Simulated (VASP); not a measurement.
# NbAu2 (P6/mmm) in VASP: notebook

Runs on NbAu2. Level: LDA. Tasks: single point.

Everything below comes from runs of VASP 6.6.1. Logs are shortened: lines on timing, memory, paths and dates and some standing lists are left out, and cuts for length are marked.

## 1. The cell of the first run

The structure is hexagonal, space group P6/mmm (No. 191). The conventional cell has a = 4.579 Å, b = 4.579 Å, c = 2.702 Å, α = 90.00°, β = 90.00°, γ = 120.00°. Within 3.6 Å of Nb (site symmetry 6/mmm) lie 2 Nb at 2.70 Å and 12 Au at 2.97 Å. Au (site symmetry -6m2) has 5 Au at 2.64 to 2.70 Å and 6 Nb at 2.97 Å within 3.5 Å.

## 2. Single point, LDA

INCAR

```
SYSTEM = NbAu2
PREC = Accurate
ENCUT = 520
EDIFF = 1E-7
ISMEAR = -1
SIGMA = 0.1
LREAL = .False.
LASPH = .True.
NELM = 60
ALGO = Normal
ISIF = 2
LWAVE = .False.
LCHARG = .False.
GGA = CA
NBANDS = 24
```

KPOINTS

```
regular mesh
0
Gamma
  7 7 11
  0 0 0
```

POSCAR

```
NbAu2
1.0
    4.5790594704      0.0000000000      0.0000000000
   -2.2895297352      3.9655846960      0.0000000000
    0.0000000000      0.0000000000      2.7017444164
Nb Au
1 2
Direct
    0.0000000000      0.0000000000      0.0000000000
    0.3333333333      0.6666666667      0.5000000000
    0.6666666667      0.3333333333      0.5000000000
```

Potentials or basis: VASP PAW LDA potentials, release 64 (Nb_sv, Au).

The run is started by

```console
$ cat potpaw_LDA.64/Nb_sv/POTCAR potpaw_LDA.64/Au/POTCAR > POTCAR
$ mpirun -np 1 vasp_std > vasp.out
```

OUTCAR:

```text
SYSTEM = NbAu2
   PREC = Accurate
   ENCUT = 520
   EDIFF = 1E-7
   ISMEAR = -1
   LREAL = .False.
   LASPH = .True.
   NELM = 60
   ISIF = 2
   GGA = CA

 ion  position               nearest neighbor table
   1  0.000  0.000  0.000-   2 2.97   3 2.97   2 2.97   3 2.97   3 2.97   3 2.97   2 2.97   2 2.97
                             3 2.97   3 2.97   2 2.97   2 2.97
   2  0.333  0.667  0.500-   3 2.64   3 2.64   3 2.64   1 2.97   1 2.97   1 2.97   1 2.97   1 2.97
                             1 2.97
   3  0.667  0.333  0.500-   2 2.64   2 2.64   2 2.64   1 2.97   1 2.97   1 2.97   1 2.97   1 2.97
                             1 2.97

  LATTYP: Found a hexagonal cell.
 ALAT       =     4.5790594704
 C/A-ratio  =     0.5900216920

  Lattice vectors:

 A1 = (   4.5790594704,   0.0000000000,   0.0000000000)
 A2 = (  -2.2895297352,   3.9655846960,   0.0000000000)
 A3 = (   0.0000000000,   0.0000000000,   2.7017444164)

Analysis of symmetry for initial positions (statically):
=====================================================================
 Subroutine PRICEL returns:
 Original cell was already a primitive cell.

 Routine SETGRP: Setting up the symmetry group for a
 hexagonal supercell.

 Subroutine GETGRP returns: Found 24 space group operations
 (whereof 24 operations were pure point group operations)
 out of a pool of 24 trial point group operations.

The static configuration has the point symmetry D_6h.

Analysis of symmetry for dynamics (positions and initial velocities):
=====================================================================
 Subroutine PRICEL returns:
 Original cell was already a primitive cell.

 Routine SETGRP: Setting up the symmetry group for a
 hexagonal supercell.

 Subroutine GETGRP returns: Found 24 space group operations
 (whereof 24 operations were pure point group operations)
 out of a pool of 24 trial point group operations.

The dynamic configuration has the point symmetry D_6h.

 Subroutine INISYM returns: Found 24 space group operations
 (whereof 24 operations are pure point group operations),
 and found     1 'primitive' translations

----------------------------------------------------------------------------------------

                                     Primitive cell

  volume of cell :      49.0600

  direct lattice vectors                    reciprocal lattice vectors
     4.579059470  0.000000000  0.000000000     0.218385458  0.126084812  0.000000000
    -2.289529735  3.965584696  0.000000000     0.000000000  0.252169624  0.000000000
     0.000000000  0.000000000  2.701744416     0.000000000  0.000000000  0.370131236

  length of vectors
     4.579059470  4.579061955  2.701744416     0.252169760  0.252169624  0.370131236

  position of ions in fractional coordinates (direct lattice)
     0.000000000  0.000000000  0.000000000
     0.333333333  0.666666667  0.500000000
     0.666666667  0.333333333  0.500000000

  ion indices of the primitive-cell ions
   primitive index   ion index
                 1           1
                 2           2
                 3           3

----------------------------------------------------------------------------------------

 KPOINTS: regular mesh

Automatic generation of k-mesh.
 Grid dimensions read from file:
 generate k-points for:    7    7   11

 Generating k-lattice:

  Cartesian coordinates                     Fractional coordinates (reciprocal lattice)
     0.031197923  0.018012116  0.000000000     0.142857143 -0.000000000  0.000000000
     0.000000000  0.036024232  0.000000000     0.000000000  0.142857143  0.000000000
     0.000000000  0.000000000  0.033648294     0.000000000  0.000000000  0.090909091

  Length of vectors
     0.036024251  0.036024232  0.033648294

  Shift w.r.t. Gamma in fractional coordinates (k-lattice)
     0.000000000  0.000000000  0.000000000

 Subroutine IBZKPT returns following result:
 ===========================================

 Found     48 irreducible k-points:

 Following reciprocal coordinates:
            Coordinates               Weight
  0.000000  0.000000  0.000000      1.000000
  0.142857  0.000000  0.000000      6.000000
  0.285714  0.000000  0.000000      6.000000
  0.428571 -0.000000  0.000000      6.000000
  0.142857  0.142857  0.000000      6.000000
  0.285714  0.142857  0.000000     12.000000
[... 16 lines left out ...]
  0.428571  0.142857  0.181818     12.000000
  0.285714  0.285714  0.181818     12.000000
 [... further k-points ...]
   k-points           NKPTS =     48   k-points in BZ     NKDIM =     48   number of bands    NBANDS=     24
   number of dos      NEDOS =    301   number of ions     NIONS =      3
   total plane-waves  NPLWV =  25920
   dimension x,y,z NGX =    36 NGY =   36 NGZ =   20
   dimension x,y,z NGXF=    72 NGYF=   72 NGZF=   40
   ions per type =               1   2
   NGX,Y,Z   is equivalent  to a cutoff of  13.07, 13.07, 12.31 a.u.
   NGXF,Y,Z  is equivalent  to a cutoff of  26.14, 26.14, 24.61 a.u.
 SYSTEM =  NbAu2
   PREC   = accura    normal or accurate (medium, high low for compatibility)
   ISTART =      0    job   : 0-new  1-cont  2-samecut
   ICHARG =      2    charge: 1-file 2-atom 10-const
   ISPIN  =      1    spin polarized calculation?
   LNONCOLLINEAR =      F non collinear calculations
   LSORBIT =      F    spin-orbit coupling
   LASPH  =      T    aspherical Exc in radial PAW
   ENCUT  =  520.0 eV  38.22 Ry    6.18 a.u.   8.51  8.51  5.02*2*pi/ulx,y,z
   NELM   =     60;   NELMIN=  2; NELMDL= -5     # of ELM steps
   EDIFF  = 0.1E-06   stopping-criterion for ELM
   LREAL  =      F    real-space projection
   EDIFFG = 0.1E-05   stopping-criterion for IOM
   NSW    =      0    number of steps for IOM
   IBRION =     -1    ionic relax: 0-MD 1-quasi-New 2-CG
   NFREE  =      0    steps in history (QN), initial steepest desc. (CG)
   ISIF   =      2    stress and relaxation
   ISYM   =      2    0-nonsym 1-usesym 2-fastsym
   POTIM  = 0.5000    time-step for ionic-motion
   TEBEG  =    0.0;   TEEND  =   0.0 temperature during run
   PSTRESS=    0.0 pullay stress
   NELECT =      35.0000    total number of electrons
   NUPDOWN=      -1.0000    fix difference up-down
   EMIN   =  10.00;   EMAX   =-10.00  energy-range for DOS
   EFERMI =   0.00;   METHOD = LEGACY
   ISMEAR =    -1;   SIGMA  =   0.10  broadening in eV -4-tet -1-fermi 0-gaus
   EFERMI_NEDOS =   21; number of points for ismear=-14 and -15
   IALGO  =     38    algorithm
   IMIX   =      4    mixing-type and parameters
     AMIX     =   0.40;   BMIX     =  1.00
     AMIX_MAG =   1.60;   BMIX_MAG =  1.00
  volume/ion in A,a.u.               =      16.35       110.36
  Fermi-wavevector in a.u.,A,eV,Ry     =   1.462811  2.764312 29.113969  2.139816
  Thomas-Fermi vector in A             =   2.578980
   LORBIT       =      0    0 simple, 1 ext, 2 COOP (PROOUT), +10 PAW based schemes
   GGA     = CA    functional components
   LHFCALC =     F    Hartree Fock is set to
   AEXX    =    0.0000 exact exchange contribution
   IVDW    =     0    specifies the selected vdW correction
   LEPSILON=     F    determine dielectric tensor
   LRPA    =     F    only Hartree local field effects (RPA)
 non-spin polarized calculation
  energy-cutoff  :      520.00
  volume of cell :       49.06
 maximum number of plane-waves:      1354
 NGX is ok and might be reduce to    36
   NGX = 17   NGY = 17   NGZ = 11

 number of electron      35.0000000 magnetization

 Free energy of the ion-electron system (eV)
  ---------------------------------------------------
  ext. energy  EPLUGINS =         0.00000000
  ---------------------------------------------------
  free energy    TOTEN  =       -20.81305712 eV

  energy without entropy =      -20.78892135  energy(sigma->0) =      -20.80098923

 E-fermi :  11.6142     XC(G=0): -13.2383

 val. band max:       11.5796851674   @ k =   0.2857   0.1429   0.4545
 cond. band min:      11.6835473224   @ k =   0.2857   0.2857   0.3636
 fundamental gap:      0.1038621549
 Fermi energy:        11.6142296099

 k-point     1 :       0.0000    0.0000    0.0000
  band No.  band energies     occupation
      1     -43.6526      2.00000
      2     -19.9565      2.00000
      3     -19.9565      2.00000
      4     -18.9265      2.00000
      5       1.5049      2.00000
      6       3.9502      2.00000
[... 16 lines left out ...]
     23      17.8863      0.00000
     24      19.3065      0.00000

 k-point     2 :       0.1429    0.0000    0.0000
  band No.  band energies     occupation
      1     -43.6524      2.00000
      2     -19.9594      2.00000
      3     -19.9564      2.00000
      4     -18.9266      2.00000
      5       1.7566      2.00000
      6       4.0295      2.00000
[... 16 lines left out ...]
     23      16.3555      0.00000
     24      19.6672      0.00000

 k-point     3 :       0.2857    0.0000    0.0000
  band No.  band energies     occupation
      1     -43.6521      2.00000
      2     -19.9658      2.00000
      3     -19.9562      2.00000
      4     -18.9270      2.00000
      5       2.4260      2.00000
      6       4.1668      2.00000
[... 16 lines left out ...]
     23      16.6048      0.00000
     24      20.4818      0.00000

 k-point     4 :       0.4286   -0.0000    0.0000
  band No.  band energies     occupation
      1     -43.6518      2.00000
      2     -19.9707      2.00000
      3     -19.9561      2.00000
      4     -18.9272      2.00000
      5       3.2031      2.00000
      6       3.7084      2.00000
[... 16 lines left out ...]
     23      17.5386      0.00000
     24      22.0400      0.00000

 k-point     5 :       0.1429    0.1429    0.0000
  band No.  band energies     occupation
      1     -43.6522      2.00000
      2     -19.9635      2.00000
      3     -19.9568      2.00000
      4     -18.9268      2.00000
      5       2.2152      2.00000
      6       4.1825      2.00000
[... 451 lines left out ...]
 k-point    22 :       0.2857    0.1429    0.1818
  band No.  band energies     occupation
      1     -43.5965      2.00000
      2     -19.9128      2.00000
      3     -19.9053      2.00000
      4     -19.3759      2.00000
      5       3.6524      2.00000
      6       4.3916      2.00000
[... 16 lines left out ...]
     23      18.7182      0.00000
     24      21.0349      0.00000

 k-point    23 :       0.4286    0.1429    0.1818
  band No.  band energies     occupation
      1     -43.5964      2.00000
      2     -19.9143      2.00000
      3     -19.9058      2.00000
      4     -19.3757      2.00000
      5       4.1535      2.00000
      6       4.2003      2.00000
[... 16 lines left out ...]
     23      18.9415      0.00000
     24      23.1854      0.00000

 k-point    24 :       0.2857    0.2857    0.1818
  band No.  band energies     occupation
      1     -43.5964      2.00000
      2     -19.9122      2.00000
      3     -19.9083      2.00000
      4     -19.3756      2.00000
      5       4.1276      2.00000
      6       4.2747      2.00000
[... 16 lines left out ...]
     23      20.8972      0.00000
     24      21.3167      0.00000

 [... further k-points ...]

------------------------ aborting loop because EDIFF is reached ----------------------------------------

  FORCE on cell =-STRESS in cart. coord.  units (eV):
  Direction    XX          YY          ZZ          XY          YZ          ZX
  --------------------------------------------------------------------------------------
  -------------------------------------------------------------------------------------
  Total        0.5790667      0.5790676      0.4825927      0.0000000      0.0000000      0.0000000
  in kB       18.9108667     18.9108941     15.7602661      0.0000000      0.0000000      0.0000000
  external PRESSURE =      17.8606756 kB  Pullay stress =       0.0000000 kB

 VOLUME and BASIS-vectors are now :
 -----------------------------------------------------------------------------
  energy-cutoff  :      520.00
  volume of cell :       49.06
      direct lattice vectors                 reciprocal lattice vectors
     4.579059470  0.000000000  0.000000000     0.218385458  0.126084812  0.000000000
    -2.289529735  3.965584696  0.000000000     0.000000000  0.252169624  0.000000000
     0.000000000  0.000000000  2.701744416     0.000000000  0.000000000  0.370131236

 POSITION                                       TOTAL-FORCE (eV/Angst)
 -----------------------------------------------------------------------------------
      0.00000      0.00000      0.00000         0.000000      0.000000     -0.000000
     -0.00000      2.64372      1.35087         0.000000     -0.000000      0.000000
      2.28953      1.32186      1.35087        -0.000000      0.000000     -0.000000
 -----------------------------------------------------------------------------------
    total drift:                                0.000000      0.000000     -0.000000

  FREE ENERGIE OF THE ION-ELECTRON SYSTEM (eV)
  ---------------------------------------------------
  free  energy   TOTEN  =       -20.8130571192 eV

  energy  without entropy=      -20.7889213452  energy(sigma->0) =      -20.80098923
```

It took 47 s on 1 thread of Intel Xeon 6975P-C, shared host; peak memory 0.19 GiB.

What came out:

```yaml
Free_energy: -20.8131 eV
Pressure: 1.8 GPa
```

Caveat: spin-orbit coupling is left out, which moves the levels of the heavy elements.

## 3. Single point, LDA

This run uses another cell than the first one, of 16.69 Å³/atom, 1.020 times its volume.

INCAR

```
SYSTEM = NbAu2
PREC     = Accurate       ! precision mode
ENCUT    = 520            ! plane-wave cutoff, eV
EDIFF    = 1E-7           ! SCF threshold, eV
ISMEAR   = -1             ! smearing method
SIGMA    = 0.1            ! smearing width, eV
LREAL    = .False.        ! projectors in reciprocal space
LASPH    = .True.         ! aspherical terms in the spheres
NELM     = 100            ! most SCF steps
ALGO     = Normal         ! electronic algorithm
ISIF     = 2              ! what is computed and relaxed
LWAVE    = .False.        ! write WAVECAR
LCHARG   = .False.        ! write CHGCAR
NBANDS   = 24             ! bands
```

KPOINTS

```
Automatic mesh
0
Gamma
  7 7 11
  0 0 0
```

POSCAR

```
NbAu2
1.0
    4.6100000000      0.0000000000      0.0000000000
   -2.3050000000      3.9923800000      0.0000000000
    0.0000000000      0.0000000000      2.7200000000
Nb Au
1 2
Direct
    0.0000000000      0.0000000000      0.0000000000
    0.3333333333      0.6666666667      0.5000000000
    0.6666666667      0.3333333333      0.5000000000
```

Potentials or basis: VASP PAW LDA potentials, release 64 (Nb_sv, Au).

The run is started by

```console
$ cat potpaw_LDA.64/Nb_sv/POTCAR potpaw_LDA.64/Au/POTCAR > POTCAR
$ mpirun -np 1 vasp_std > vasp.out
```

Wall time 38 s (1 thread of Intel Xeon 6975P-C, shared host); peak memory 0.19 GiB.

Results (log left out):

- Free energy: -20.8109 eV
- Pressure: -2.6 GPa

Stress tensor (GPa, compression positive):
```
-2.52  0.00  0.00
 0.00 -2.52  0.00
 0.00  0.00 -2.89
```

Levels at points of the mesh, in eV from the Fermi level:
| k point | band 14 | band 15 | band 16 | band 17 | band 18 | band 19 | band 20 | band 21 | band 22 | band 23 |
| --- | --- | --- | --- | --- | --- | --- | --- | --- | --- | --- |
| (0.00, 0.00, 0.00) | -3.37 | -3.37 | -2.42 | -2.22 | -2.22 | 2.82 | 2.83 | 2.83 | 6.14 | 6.14 |

Caveat: spin-orbit coupling is left out, which moves the levels of the heavy elements.

## 4. Single point, LDA

This run uses another cell than the first one, of 17.02 Å³/atom, 1.041 times its volume.

INCAR

```
PREC = Accurate ; ENCUT = 520
EDIFF = 1E-6 ; ISMEAR = -1
SIGMA = 0.1 ; LREAL = False
LASPH = True ; NELM = 80
ALGO = Normal ; ISIF = 2
LWAVE = False ; LCHARG = False
NBANDS = 24
```

KPOINTS

```
Automatic mesh
0
Gamma
  7 7 11
```

POSCAR

```
NbAu2
1.0
    4.6405306911      0.0000000000      0.0000000000
   -2.3202653455      4.0188203732      0.0000000000
    0.0000000000      0.0000000000      2.7380137700
Nb Au
1 2
Direct
    0.0000000000      0.0000000000      0.0000000000
    0.3333333333      0.6666666667      0.5000000000
    0.6666666667      0.3333333333      0.5000000000
```

The run is started by

```console
$ cat potpaw_LDA.64/Nb_sv/POTCAR potpaw_LDA.64/Au/POTCAR > POTCAR
$ mpirun -np 1 vasp_std > vasp.out
```

Run time: 46 s. Hardware: 1 thread of Intel Xeon 6975P-C, shared host; peak memory 0.18 GiB.

Results (log left out):

* Free energy: -20.7827 eV
* Pressure: -6.5 GPa

Stress tensor (GPa, compression positive):
```
-6.41  0.00  0.00
 0.00 -6.41  0.00
 0.00  0.00 -6.81
```

Levels at points of the mesh, in eV from the Fermi level:
```
           k point  band 16  band 17  band 18  band 19  band 20  band 21
(0.00, 0.00, 0.00)    -2.38    -2.15    -2.15     2.73     2.76     2.76
```

Caveat: spin-orbit coupling is left out, which moves the levels of the heavy elements.

## 5. Overview

```tsv
cell	gap on the mesh (eV)	pressure (GPa)
a = 4.579, b = 4.579, c = 2.702 Å, angles 90.0, 90.0, 120.0°, 3 atoms	none	1.8
a = 4.610, b = 4.610, c = 2.720 Å, angles 90.0, 90.0, 120.0°, 3 atoms	none	-2.6
a = 4.641, b = 4.641, c = 2.738 Å, angles 90.0, 90.0, 120.0°, 3 atoms	none	-6.5
```

Alike in all rows: task single point; level LDA; potentials or basis VASP PAW LDA potentials, release 64 (Nb_sv, Au); no spin polarisation; k mesh 7 × 7 × 11; cutoff (eV) 520; smearing fermi-dirac 0.1 eV.

Caveats: spin-orbit coupling is left out, which moves the levels of the heavy elements.

Total energies depend on the potentials used, so only differences within one code and one set of settings carry meaning.
